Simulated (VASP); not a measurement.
Crystal: CdF2.

```
Cd F
1.0
     0.00000    2.69400    2.69400
     2.69400    0.00000    2.69400
     2.69400    2.69400    0.00000
Cd F
1 2
Direct
  0.00000 0.00000 0.00000
  0.75000 0.75000 0.75000
  0.25000 0.25000 0.25000
```

* Program: VASP 6.6.1
* Task: relaxation of cell and atoms
* Functional: revPBE
* Potentials or basis: VASP PAW PBE potentials, release 64 (Cd, F)
* Cutoff: 600 eV
* k mesh: 9 × 9 × 9
* Occupations: fermi-dirac, width 0.05 eV
* Spin: no spin polarisation

At the start: pressure 9.6 GPa; volume 13.03 Å³/atom.

Problem. How do energy, volume and symmetry change on relaxing?

Solution. Over 3 steps the energy falls by 34.5 meV/atom and the volume is 14.30 Å³/atom (+9.7 %); space group Fm-3m (No. 225, to 0.05 Å).

Step by step:
```tsv
step	energy change (eV)	largest force (eV/Å)	pressure (GPa)	volume (Å³)
1	0.0000	0.0000	9.57	39.10
2	-0.1002	0.0000	-1.37	43.68
3	-0.1036	0.0000	0.03	42.90
```

Final structure:
```
Cd F
1.0
     0.00000    2.77841    2.77841
     2.77841    0.00000    2.77841
     2.77841    2.77841    0.00000
Cd F
1 2
Direct
  0.00000 0.00000 0.00000
  0.75000 0.75000 0.75000
  0.25000 0.25000 0.25000
```

Caveat: the PAW data sets were made with another functional, which shifts forces and pressure a little.
